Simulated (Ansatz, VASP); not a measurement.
# Two plane-wave programs on Ni

File INCAR:

```
SYSTEM = Ni
ALGO = Normal ; EDIFF = 1E-6
ENCUT = 690 ; GGA = PS
GGA_COMPAT = .False. ; ISIF = 2
ISMEAR = 0 ; ISPIN = 2
LASPH = .True. ; LCHARG = .True.
LELF = .True. ; LMAXMIX = 4
LORBIT = 11 ; LREAL = .False.
LVHAR = .True. ; LWAVE = .False.
MAGMOM = -0.8 -0.8 ; NBANDS = 29
NELM = 200 ; PREC = Accurate
SIGMA = 0.15
```

The input KPOINTS:

```
k-points
0
Gamma
  8 8 5
  0 0 0
```

File POSCAR:

```
Ni
1.0
    2.5146270000      0.0000000000      0.0000000000
   -1.2573090000      2.1777340000      0.0000000000
    0.0000000000      0.0000000000      3.9819780000
Ni
2
Direct
    0.3333300000      0.6666700000      0.2500000000
    0.6666600000      0.3333300000      0.7500000000
```

Input for Ansatz:

```yaml
crystal:
  lattice:
    - [2.514627, 0.0, 0.0]
    - [-1.257309, 2.177734, 0.0]
    - [0.0, 0.0, 3.981978]
  atoms:
    - { symbol: Ni, position: [0.33333, 0.66667, 0.25], spin: -0.8 }
    - { symbol: Ni, position: [0.66666, 0.33333, 0.75], spin: -0.8 }
kpoints:
  mp_grid: { grid: [8, 8, 5], shift: [0, 0, 0] }
magnetization:
  spin_polarized: true
scf:
  occupations: { method: gaussian, width: 0.15 }
  mixing: { algorithm: msr1, beta: 0.1, ndim: 4 }
hamiltonian:
  pseudopotentials: { kind: paw }
  xc: pbesol
basis:
  ecutwfc: 500
output:
  forces: true
  stress: true
  eigenvalues: true
```

Alike in both runs: task single point; functional PBEsol; k mesh 8 × 8 × 5; occupations gaussian, width 0.15 eV; collinear spin.

|  | VASP | Ansatz |
| --- | --- | --- |
| version | VASP 6.6.1 | Ansatz 0.2.0 |
| potentials or method | VASP PAW PBE potentials, release 64 (Ni_sv_GW), cutoff 690 eV | PAW plane waves |
| valence electrons in the cell | 36 | 36 |

Ansatz gave:

* gap on the k mesh at the Fermi level (eV): none
* pressure (GPa): -9.0
* traceless stress, the component that is largest in VASP (GPa): 4.87
* net moment per atom (μB): 0.67
* size of the moment on the site where the two differ most (μB): 0.70

**Question.** Estimate VASP's values.

**Answer.** gap on the k mesh at the Fermi level (eV): none; pressure (GPa): -10.4; traceless stress, the component that is largest in VASP (GPa): 4.88; net moment per atom (μB): 0.66; size of the moment on the site where the two differ most (μB): 0.70.

VASP's potentials were made for PBE, not for PBEsol. Site moments also hang on the region over which each program counts them. A gap of «none» marks a metal or a gap that the smearing closes. The functional is the same, so the differences come from potentials, cutoffs and numerics. Ansatz's warnings: structure snapped to symmetry.

The k mesh is coarse, so the values compare programs but aren't converged.
